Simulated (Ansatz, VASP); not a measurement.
Two plane-wave programs on Se

```xyz
3
Lattice="4.4812 0.0000 0.0000 -2.2406 3.8808 0.0000 0.0000 0.0000 3.0025" Properties=species:S:1:pos:R:3 pbc="T T T"
Se    0.0000    0.0000    0.0000
Se    0.0000    2.5872    1.5013
Se    2.2406    1.2936    1.5013
```

Alike in both runs: task single point; functional PBEsol; k mesh 9 × 9 × 11; occupations fermi-dirac, width 0.1 eV; no spin polarisation.

|  | VASP | Ansatz |
| --- | --- | --- |
| version | VASP 6.6.1 | Ansatz 0.2.0 |
| potentials or method | VASP PAW PBE potentials, release 64 (Se), cutoff 520 eV | plane waves (420 eV) with PAW, scalar-relativistic |
| valence electrons in the cell | 18 | 48 |

|  | VASP | Ansatz | Ansatz less VASP |
| --- | --- | --- | --- |
| pressure (GPa) | 14.1 | 13.9 | -0.23 |
| traceless stress, the component that is largest in VASP (GPa) | -2.07 | -2.02 | +0.050 |

VASP's potentials were made for PBE, not for PBEsol, and Ansatz warns of the same on its side. With one functional, cell and mesh, what is left measures potentials, basis and numerics. VASP's potentials hold 18 valence electrons a cell and Ansatz's 48, so a difference there can come from the potentials and not from the codes.
